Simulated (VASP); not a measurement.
# SnS2 (Berndtite-2T) (P-3m1) in VASP: notebook, part 2 of 2

VASP 6.6.1. Earlier steps stand in the parts before.

## 3. Relaxation of cell and atoms, PBEsol

This run uses another cell than the first one, of 22.57 Å³/atom, 0.968 times its volume.

INCAR reads:

```
PREC = Accurate ; ENCUT = 500
EDIFF = 1E-7 ; ISMEAR = 0
SIGMA = 0.02 ; LREAL = False
LASPH = True ; NELM = 120
ALGO = Normal ; ISIF = 3
LWAVE = False ; LCHARG = False
GGA = PS ; IBRION = 2
NSW = 70 ; EDIFFG = -0.005
GGA_COMPAT = False ; NELMIN = 4
```

KPOINTS reads:

```
regular mesh
0
Gamma
  9 9 6
```

POSCAR reads:

```
SnS2
1.0
    3.6686266267      0.0000000000      0.0000000000
   -1.8343133133      3.1771238557      0.0000000000
    0.0000000000      0.0000000000      5.8096313574
Sn S
1 2
Direct
    0.0000000000      0.0000000000      0.0000000000
    0.3333333333      0.6666666667      0.2544694042
    0.6666666667      0.3333333333      0.7455305958
```

Potentials or basis: VASP PAW PBE potentials, release 64 (Sn_d, S).

Run with:

```bash
> cat potpaw_PBE.64/Sn_d/POTCAR potpaw_PBE.64/S/POTCAR > POTCAR
> mpirun -np 1 vasp_std > vasp.out
```

OUTCAR:

```text
PREC = Accurate
   ENCUT = 500
   EDIFF = 1E-7
   ISMEAR = 0
   LREAL = False
   LASPH = True
   NELM = 120
   ISIF = 3
   GGA = PS
   IBRION = 2
   NSW = 70
   EDIFFG = -0.005
   NELMIN = 4

 ion  position               nearest neighbor table
   1  0.000  0.000  0.000-   2 2.58   3 2.58   2 2.58   3 2.58   3 2.58   2 2.58
   2  0.333  0.667  0.254-   1 2.58   1 2.58   1 2.58
   3  0.667  0.333  0.746-   1 2.58   1 2.58   1 2.58

  LATTYP: Found a hexagonal cell.
 ALAT       =     3.6686266267
 C/A-ratio  =     1.5835984276

  Lattice vectors:

 A1 = (   3.6686266267,   0.0000000000,   0.0000000000)
 A2 = (  -1.8343133133,   3.1771238557,   0.0000000000)
 A3 = (   0.0000000000,   0.0000000000,   5.8096313574)

Analysis of symmetry for initial positions (statically):
=====================================================================
 Subroutine PRICEL returns:
 Original cell was already a primitive cell.

 Routine SETGRP: Setting up the symmetry group for a
 hexagonal supercell.

 Subroutine GETGRP returns: Found 12 space group operations
 (whereof 12 operations were pure point group operations)
 out of a pool of 24 trial point group operations.

The static configuration has the point symmetry D_3d.

Analysis of symmetry for dynamics (positions and initial velocities):
=====================================================================
 Subroutine PRICEL returns:
 Original cell was already a primitive cell.

 Routine SETGRP: Setting up the symmetry group for a
 hexagonal supercell.

 Subroutine GETGRP returns: Found 12 space group operations
 (whereof 12 operations were pure point group operations)
 out of a pool of 24 trial point group operations.

The dynamic configuration has the point symmetry D_3d.

[... 135 lines left out ...]
  volume of cell :       67.72
 maximum number of plane-waves:      1743
 NGX is ok and might be reduce to    28
   NGX = 13   NGY = 13   NGZ = 21

--------------------------------------- Ionic step        1  -------------------------------------------

 number of electron      25.9999997 magnetization

 Free energy of the ion-electron system (eV)
  ---------------------------------------------------
  ext. energy  EPLUGINS =         0.00000000
  ---------------------------------------------------
  free energy    TOTEN  =       -14.26351622 eV

  energy without entropy =      -14.26351622  energy(sigma->0) =      -14.26351622

------------------------ aborting loop because EDIFF is reached ----------------------------------------

  FORCE on cell =-STRESS in cart. coord.  units (eV):
  Direction    XX          YY          ZZ          XY          YZ          ZX
  --------------------------------------------------------------------------------------
  -------------------------------------------------------------------------------------
  Total       -0.3584862     -0.3584862     -0.1440512     -0.0000000      0.0000000      0.0000000
  in kB       -8.4819701     -8.4819701     -3.4083267     -0.0000000      0.0000000      0.0000000
  external PRESSURE =      -6.7907556 kB  Pullay stress =       0.0000000 kB
[... 92 lines left out ...]
  FREE ENERGIE OF THE ION-ELECTRON SYSTEM (eV)
  ---------------------------------------------------
  free  energy   TOTEN  =       -14.2654183221 eV

  energy  without entropy=      -14.2654183221  energy(sigma->0) =      -14.26541832

[... ionic steps 4 to 12 ...]

--------------------------------------- Ionic step       13  -------------------------------------------

 number of electron      26.0000014 magnetization

------------------------ aborting loop because EDIFF is reached ----------------------------------------
[... 69 lines left out ...]
--------------------------------------- Ionic step       15  -------------------------------------------

 number of electron      26.0000014 magnetization

 Free energy of the ion-electron system (eV)
  ---------------------------------------------------
  ext. energy  EPLUGINS =         0.00000000
  ---------------------------------------------------
  free energy    TOTEN  =       -14.27108461 eV

  energy without entropy =      -14.27108461  energy(sigma->0) =      -14.27108461

 E-fermi :   4.4208     XC(G=0):  -9.6673

 val. band max:        4.2490087021   @ k =   0.1111   0.1111   0.0000
 cond. band min:       5.6649245681   @ k =   0.0000   0.4444   0.3333
 fundamental gap:      1.4159158660
 Fermi energy:         4.4207985565

 k-point     1 :       0.0000    0.0000    0.0000
  band No.  band energies     occupation
      1     -16.4964      2.00000
      2     -16.4964      2.00000
      3     -16.4528      2.00000
      4     -16.4246      2.00000
      5     -16.4246      2.00000
      6      -9.4330      2.00000
[... 457 lines left out ...]
      4     -16.4255      2.00000
      5     -16.4049      2.00000
      6      -8.4777      2.00000
[... 9 lines left out ...]
     16      10.1768      0.00000
     17      11.2063      0.00000

 [... further k-points ...]
[... 5 lines left out ...]
  --------------------------------------------------------------------------------------
  -------------------------------------------------------------------------------------
  Total        0.0115511      0.0115511      0.0130438      0.0000000      0.0000000     -0.0000000
  in kB        0.2660129      0.2660129      0.3003877      0.0000000      0.0000000     -0.0000000
  external PRESSURE =       0.2774711 kB  Pullay stress =       0.0000000 kB
[... 18 lines left out ...]
  FREE ENERGIE OF THE ION-ELECTRON SYSTEM (eV)
  ---------------------------------------------------
  free  energy   TOTEN  =       -14.2710846130 eV

  energy  without entropy=      -14.2710846130  energy(sigma->0) =      -14.27108461

 reached required accuracy - stopping structural energy minimisation
```

Wall time 10 min (1 thread of Intel Xeon Platinum 8488C (Sapphire Rapids), shared host); peak memory 0.22 GiB.

What came out:

| Property | Result |
| --- | --- |
| Free energy | -14.2711 eV |
| Relaxed volume | 23.19 Å³/atom |
| Relaxed cell | a = 3.650 Å, b = 3.650 Å, c = 6.032 Å, α = 90.00°, β = 90.00°, γ = 120.00° |
| Space group after relaxing (to 0.05 Å) | P-3m1 (No. 164) |
| Energy gained by relaxing | 2.5 meV/atom |
| Ionic steps | 15 |
| Pressure after relaxing | 0.0 GPa |
| Band gap on the k mesh | 1.42 eV, indirect (least direct gap 1.83 eV) |

Step by step:
```
step  energy change (eV)  largest force (eV/Å)  pressure (GPa)  volume (Å³)
   1              0.0000                0.1428           -0.68        67.72
   2             -0.0009                0.0415            0.78        66.78
   3             -0.0019                0.0360            0.17        67.17
   4             -0.0026                0.0430            0.16        67.27
   5             -0.0040                0.0635            0.17        67.57
   6             -0.0043                0.1051            0.18        68.16
   7             -0.0046                0.0869            0.17        67.92
   8             -0.0052                0.0807            0.14        68.09
   9             -0.0064                0.0616            0.01        68.60
  10             -0.0074                0.0236           -0.21        69.63
  11             -0.0074                0.0351            0.15        69.56
  12             -0.0075                0.0114            0.00        69.59
  13             -0.0076                0.0043            0.02        69.58
  14             -0.0076                0.0017            0.03        69.57
  15             -0.0076                0.0001            0.03        69.57
```

Final structure:
```xyz
3
Lattice="3.6495 0.0000 0.0000 -1.8248 3.1606 0.0000 0.0000 0.0000 6.0315" Properties=species:S:1:pos:R:3 pbc="T T T"
Sn    0.0000    0.0000    0.0000
S     0.0000    2.1071    1.4742
S     1.8248    1.0535    4.5573
```

Caveat: the PAW data sets were made with another functional, which shifts forces and pressure a little; spin-orbit coupling is left out, which moves the levels of the heavy elements; this functional lacks dispersion, which binds the layers, so the pressure and a relaxed spacing across them are unreliable. A k mesh can miss the band edges.
